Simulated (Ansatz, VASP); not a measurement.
## Two plane-wave programs on Be2Cd2O

```xyz
5
Lattice="4.5465 0.0000 0.0000 0.0000 4.5465 0.0000 0.0000 0.0000 3.9669" Properties=species:S:1:pos:R:3 pbc="T T T"
Be    2.2733    2.2733    0.9781
Be    2.2733    2.2733    2.9888
Cd    0.0000    2.2733    1.9835
Cd    2.2733    0.0000    1.9835
O     0.0000    0.0000    0.0000
```

Change from the starting cell: species swapped into the CeMg2Si2 type (P4/mmm, No. 123).

Alike in both runs: functional PBE; k mesh 4 × 4 × 4; occupations gaussian, width 0.1 eV; no spin polarisation.

Ansatz relaxed the structure, and its values are those at the end. VASP's run is a single point on that final structure, the one shown.

```csv
,VASP,Ansatz
version,VASP 6.6.1,Ansatz 0.2.0
potentials or method,"VASP PAW PBE potentials, release 64 (Be, Cd, O), cutoff 520 eV","scalar-relativistic, plane waves, PAW"
valence electrons in the cell,34,50
```

VASP gave:

```
gap on the k mesh at the Fermi level (eV) : none
pressure (GPa)                            : 0.3
rms of the force components (eV/Å)        : 0.001
```

Q: What did Ansatz give for the same quantities?

A: gap on the k mesh at the Fermi level (eV): none; pressure (GPa): 0.0; rms of the force components (eV/Å): 0.012.

A gap of «none» marks a metal or a gap that the smearing closes. VASP's potentials hold 34 valence electrons a cell and Ansatz's 50, so a difference there can come from the potentials and not from the codes.

The k mesh is coarse, so the values compare programs but aren't converged.
